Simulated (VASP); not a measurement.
# Mo2C (P6/mmm) in VASP: notebook

Mo2C is run at these levels: LDA; tasks: single point, relaxation of cell and atoms.

All numbers are computed with VASP 6.6.1; they aren't measurements. Logs are shortened: lines on timing, memory, paths and dates and some standing lists are left out, and cuts for length are marked.

## Step 1: The cell of the first run

The structure is hexagonal, space group P6/mmm (No. 191). The conventional cell has a = 4.141 Å, b = 4.141 Å, c = 2.604 Å, α = 90.00°, β = 90.00°, γ = 120.00°. C (site symmetry 6/mmm) has 2 C at 2.60 Å and 12 Mo at 2.72 Å within 3.4 Å. Mo (site symmetry -6m2) has 5 Mo at 2.39 to 2.60 Å and 6 C at 2.72 Å within 3.2 Å.

## Step 2: Single point, LDA

File INCAR:

```
  PREC = Accurate
  ENCUT = 520
  EDIFF = 1E-7
  ISMEAR = -1
  SIGMA = 0.05
  LREAL = F
  LASPH = T
  NELM = 80
  ALGO = Normal
  ISIF = 2
  LWAVE = F
  LCHARG = F
  NBANDS = 23
```

File KPOINTS:

```
regular mesh
0
Gamma
  7 7 6
```

File POSCAR:

```
Mo2C
1.0
    4.1409982545      0.0000000000      0.0000000000
   -2.0704991273      3.5862096854      0.0000000000
    0.0000000000      0.0000000000      2.6038084987
C Mo
1 2
Direct
    0.0000000000      0.0000000000      0.0000000000
    0.3333333333      0.6666666667      0.5000000000
    0.6666666667      0.3333333333      0.5000000000
```

Potentials or basis: VASP PAW LDA potentials, release 64 (C, Mo_sv).

Command:

```sh
$ cat potpaw_LDA.64/C/POTCAR potpaw_LDA.64/Mo_sv/POTCAR > POTCAR
$ mpirun -np 1 vasp_std > vasp.out
```

OUTCAR:

```text
PREC = Accurate
   ENCUT = 520
   EDIFF = 1E-7
   ISMEAR = -1
   LREAL = F
   LASPH = T
   NELM = 80
   ISIF = 2

 ion  position               nearest neighbor table
   1  0.000  0.000  0.000-   2 2.72   3 2.72   2 2.72   3 2.72   3 2.72   3 2.72   2 2.72   2 2.72
                             3 2.72   3 2.72   2 2.72   2 2.72
   2  0.333  0.667  0.500-   3 2.39   3 2.39   3 2.39   1 2.72   1 2.72   1 2.72   1 2.72   1 2.72
                             1 2.72
   3  0.667  0.333  0.500-   2 2.39   2 2.39   2 2.39   1 2.72   1 2.72   1 2.72   1 2.72   1 2.72
                             1 2.72

  LATTYP: Found a hexagonal cell.
 ALAT       =     4.1409982545
 C/A-ratio  =     0.6287876349

  Lattice vectors:

 A1 = (   4.1409982545,   0.0000000000,   0.0000000000)
 A2 = (  -2.0704991273,   3.5862096854,   0.0000000000)
 A3 = (   0.0000000000,   0.0000000000,   2.6038084987)

Analysis of symmetry for initial positions (statically):
=====================================================================
 Subroutine PRICEL returns:
 Original cell was already a primitive cell.

 Routine SETGRP: Setting up the symmetry group for a
 hexagonal supercell.

 Subroutine GETGRP returns: Found 24 space group operations
 (whereof 24 operations were pure point group operations)
 out of a pool of 24 trial point group operations.

The static configuration has the point symmetry D_6h.

Analysis of symmetry for dynamics (positions and initial velocities):
=====================================================================
 Subroutine PRICEL returns:
 Original cell was already a primitive cell.

 Routine SETGRP: Setting up the symmetry group for a
 hexagonal supercell.

 Subroutine GETGRP returns: Found 24 space group operations
 (whereof 24 operations were pure point group operations)
 out of a pool of 24 trial point group operations.

The dynamic configuration has the point symmetry D_6h.

 Subroutine INISYM returns: Found 24 space group operations
 (whereof 24 operations are pure point group operations),
 and found     1 'primitive' translations

----------------------------------------------------------------------------------------

                                     Primitive cell

  volume of cell :      38.6678

  direct lattice vectors                    reciprocal lattice vectors
     4.140998255  0.000000000  0.000000000     0.241487665  0.139422969  0.000000000
    -2.070499127  3.586209685  0.000000000     0.000000000  0.278845937  0.000000000
     0.000000000  0.000000000  2.603808499     0.000000000  0.000000000  0.384052821

  length of vectors
     4.140998255  4.140998255  2.603808499     0.278845937  0.278845937  0.384052821

  position of ions in fractional coordinates (direct lattice)
     0.000000000  0.000000000  0.000000000
     0.333333333  0.666666667  0.500000000
     0.666666667  0.333333333  0.500000000

  ion indices of the primitive-cell ions
   primitive index   ion index
                 1           1
                 2           2
                 3           3

----------------------------------------------------------------------------------------

 KPOINTS: regular mesh

Automatic generation of k-mesh.
 Grid dimensions read from file:
 generate k-points for:    7    7    6

 Generating k-lattice:

  Cartesian coordinates                     Fractional coordinates (reciprocal lattice)
     0.034498238  0.019917567  0.000000000     0.142857143  0.000000000  0.000000000
     0.000000000  0.039835134  0.000000000     0.000000000  0.142857143  0.000000000
     0.000000000  0.000000000  0.064008804     0.000000000  0.000000000  0.166666667

  Length of vectors
     0.039835134  0.039835134  0.064008804

  Shift w.r.t. Gamma in fractional coordinates (k-lattice)
     0.000000000  0.000000000  0.000000000

 Subroutine IBZKPT returns following result:
 ===========================================

 Found     32 irreducible k-points:

 Following reciprocal coordinates:
            Coordinates               Weight
  0.000000  0.000000  0.000000      1.000000
  0.142857  0.000000  0.000000      6.000000
  0.285714  0.000000  0.000000      6.000000
  0.428571  0.000000  0.000000      6.000000
  0.142857  0.142857  0.000000      6.000000
  0.285714  0.142857  0.000000     12.000000
[... 16 lines left out ...]
  0.428571  0.142857  0.333333     12.000000
  0.285714  0.285714  0.333333     12.000000
 [... further k-points ...]
   k-points           NKPTS =     32   k-points in BZ     NKDIM =     32   number of bands    NBANDS=     23
   number of dos      NEDOS =    301   number of ions     NIONS =      3
   total plane-waves  NPLWV =  20480
   dimension x,y,z NGX =    32 NGY =   32 NGZ =   20
   dimension x,y,z NGXF=    64 NGYF=   64 NGZF=   40
   ions per type =               1   2
   NGX,Y,Z   is equivalent  to a cutoff of  12.85, 12.85, 12.77 a.u.
   NGXF,Y,Z  is equivalent  to a cutoff of  25.69, 25.69, 25.54 a.u.
 SYSTEM =  unknown system
   PREC   = accura    normal or accurate (medium, high low for compatibility)
   ISTART =      0    job   : 0-new  1-cont  2-samecut
   ICHARG =      2    charge: 1-file 2-atom 10-const
   ISPIN  =      1    spin polarized calculation?
   LNONCOLLINEAR =      F non collinear calculations
   LSORBIT =      F    spin-orbit coupling
   LASPH  =      T    aspherical Exc in radial PAW
   ENCUT  =  520.0 eV  38.22 Ry    6.18 a.u.   7.70  7.70  4.84*2*pi/ulx,y,z
   NELM   =     80;   NELMIN=  2; NELMDL= -5     # of ELM steps
   EDIFF  = 0.1E-06   stopping-criterion for ELM
   LREAL  =      F    real-space projection
   EDIFFG = 0.1E-05   stopping-criterion for IOM
   NSW    =      0    number of steps for IOM
   IBRION =     -1    ionic relax: 0-MD 1-quasi-New 2-CG
   NFREE  =      0    steps in history (QN), initial steepest desc. (CG)
   ISIF   =      2    stress and relaxation
   ISYM   =      2    0-nonsym 1-usesym 2-fastsym
   POTIM  = 0.5000    time-step for ionic-motion
   TEBEG  =    0.0;   TEEND  =   0.0 temperature during run
   PSTRESS=    0.0 pullay stress
   NELECT =      32.0000    total number of electrons
   NUPDOWN=      -1.0000    fix difference up-down
   EMIN   =  10.00;   EMAX   =-10.00  energy-range for DOS
   EFERMI =   0.00;   METHOD = LEGACY
   ISMEAR =    -1;   SIGMA  =   0.05  broadening in eV -4-tet -1-fermi 0-gaus
   EFERMI_NEDOS =   21; number of points for ismear=-14 and -15
   IALGO  =     38    algorithm
   IMIX   =      4    mixing-type and parameters
     AMIX     =   0.40;   BMIX     =  1.00
     AMIX_MAG =   1.60;   BMIX_MAG =  1.00
  volume/ion in A,a.u.               =      12.89        86.98
  Fermi-wavevector in a.u.,A,eV,Ry     =   1.537004  2.904516 32.142135  2.362380
  Thomas-Fermi vector in A             =   2.643573
   LORBIT       =      0    0 simple, 1 ext, 2 COOP (PROOUT), +10 PAW based schemes
   GGA     = CA    functional components
   LHFCALC =     F    Hartree Fock is set to
   AEXX    =    0.0000 exact exchange contribution
   IVDW    =     0    specifies the selected vdW correction
   LEPSILON=     F    determine dielectric tensor
   LRPA    =     F    only Hartree local field effects (RPA)
 non-spin polarized calculation
  energy-cutoff  :      520.00
  volume of cell :       38.67
 maximum number of plane-waves:      1078
 NGX is ok and might be reduce to    32
   NGX = 15   NGY = 15   NGZ =  9

 number of electron      31.9999994 magnetization

 Free energy of the ion-electron system (eV)
  ---------------------------------------------------
  ext. energy  EPLUGINS =         0.00000000
  ---------------------------------------------------
  free energy    TOTEN  =       -28.42728187 eV

  energy without entropy =      -28.40744035  energy(sigma->0) =      -28.41736111

 E-fermi :  11.4028     XC(G=0): -13.3189

 val. band max:       11.3712162943   @ k =   0.2857   0.0000   0.3333
 cond. band min:      11.4057011063   @ k =   0.1429   0.0000   0.1667
 fundamental gap:      0.0344848120
 Fermi energy:        11.4028213937

 k-point     1 :       0.0000    0.0000    0.0000
  band No.  band energies     occupation
      1     -49.4695      2.00000
      2     -48.7603      2.00000
      3     -24.4286      2.00000
      4     -24.4286      2.00000
      5     -22.9606      2.00000
      6     -22.5747      2.00000
[... 15 lines left out ...]
     22      15.5072      0.00000
     23      15.5072      0.00000

 k-point     2 :       0.1429    0.0000    0.0000
  band No.  band energies     occupation
      1     -49.4399      2.00000
      2     -48.7929      2.00000
      3     -24.4631      2.00000
      4     -24.3642      2.00000
      5     -22.9407      2.00000
      6     -22.6404      2.00000
[... 15 lines left out ...]
     22      15.1983      0.00000
     23      15.3842      0.00000

 k-point     3 :       0.2857    0.0000    0.0000
  band No.  band energies     occupation
      1     -49.3592      2.00000
      2     -48.8803      2.00000
      3     -24.5357      2.00000
      4     -24.1996      2.00000
      5     -22.8867      2.00000
      6     -22.8072      2.00000
[... 15 lines left out ...]
     22      15.3481      0.00000
     23      15.6650      0.00000

 k-point     4 :       0.4286    0.0000    0.0000
  band No.  band energies     occupation
      1     -49.2619      2.00000
      2     -48.9829      2.00000
      3     -24.5896      2.00000
      4     -24.0340      2.00000
      5     -22.9739      2.00000
      6     -22.8219      2.00000
[... 15 lines left out ...]
     22      15.5510      0.00000
     23      16.6215      0.00000

 k-point     5 :       0.1429    0.1429    0.0000
  band No.  band energies     occupation
      1     -49.3842      2.00000
      2     -48.8534      2.00000
      3     -24.5274      2.00000
      4     -24.2331      2.00000
      5     -22.9034      2.00000
      6     -22.7731      2.00000
[... 434 lines left out ...]
 k-point    22 :       0.2857    0.1429    0.3333
  band No.  band energies     occupation
      1     -49.1382      2.00000
      2     -48.8102      2.00000
      3     -24.4429      2.00000
      4     -23.9783      2.00000
      5     -23.8689      2.00000
      6     -23.6855      2.00000
[... 15 lines left out ...]
     22      15.7135      0.00000
     23      17.8984      0.00000

 k-point    23 :       0.4286    0.1429    0.3333
  band No.  band energies     occupation
      1     -49.0685      2.00000
      2     -48.8825      2.00000
      3     -24.4745      2.00000
      4     -23.9161      2.00000
      5     -23.7670      2.00000
      6     -23.7168      2.00000
[... 15 lines left out ...]
     22      16.1395      0.00000
     23      18.2104      0.00000

 k-point    24 :       0.2857    0.2857    0.3333
  band No.  band energies     occupation
      1     -49.0402      2.00000
      2     -48.9115      2.00000
      3     -24.5092      2.00000
      4     -23.8912      2.00000
      5     -23.7793      2.00000
      6     -23.5691      2.00000
[... 15 lines left out ...]
     22      16.8093      0.00000
     23      17.8821      0.00000

 [... further k-points ...]
[... 5 lines left out ...]
  --------------------------------------------------------------------------------------
  -------------------------------------------------------------------------------------
  Total        0.3440948      0.3440948      0.2003231     -0.0000000     -0.0000000     -0.0000000
  in kB       14.2573536     14.2573536      8.3002623     -0.0000000     -0.0000000     -0.0000000
  external PRESSURE =      12.2716565 kB  Pullay stress =       0.0000000 kB

 VOLUME and BASIS-vectors are now :
 -----------------------------------------------------------------------------
  energy-cutoff  :      520.00
  volume of cell :       38.67
      direct lattice vectors                 reciprocal lattice vectors
     4.140998255  0.000000000  0.000000000     0.241487665  0.139422969  0.000000000
    -2.070499127  3.586209685  0.000000000     0.000000000  0.278845937  0.000000000
     0.000000000  0.000000000  2.603808499     0.000000000  0.000000000  0.384052821

 POSITION                                       TOTAL-FORCE (eV/Angst)
 -----------------------------------------------------------------------------------
      0.00000      0.00000      0.00000        -0.000000      0.000000      0.000000
     -0.00000      2.39081      1.30190        -0.000000      0.000000     -0.000000
      2.07050      1.19540      1.30190         0.000000      0.000000      0.000000
 -----------------------------------------------------------------------------------
    total drift:                               -0.000000      0.000000      0.000000

  FREE ENERGIE OF THE ION-ELECTRON SYSTEM (eV)
  ---------------------------------------------------
  free  energy   TOTEN  =       -28.4272818652 eV

  energy  without entropy=      -28.4074403459  energy(sigma->0) =      -28.41736111
```

Wall time 27 s (1 thread of Intel Xeon 8259CL, shared host); peak memory 0.15 GiB.

Results:

```yaml
Free_energy: -28.4273 eV
Pressure: 1.2 GPa
Band_gap_on_the_k_mesh: zero (bands 16 and 17 overlap by 1.07 eV)
```

Levels at points of the mesh, in eV from the Fermi level:
| k point | band 13 | band 14 | band 15 | band 16 | band 17 | band 18 | band 19 | band 20 |
| --- | --- | --- | --- | --- | --- | --- | --- | --- |
| (0.00, 0.00, 0.00) | -2.19 | -0.82 | -0.82 | 0.40 | 0.62 | 0.62 | 2.45 | 3.54 |
| (0.00, 0.00, 0.50) | -3.10 | -3.10 | -0.54 | -0.54 | 0.12 | 0.12 | 1.60 | 3.75 |

Caveat: the k points lie up to 0.40 Å⁻¹ apart, too coarse for converged energies and pressures of a metal.

(Part 1 of 2 ends here.)
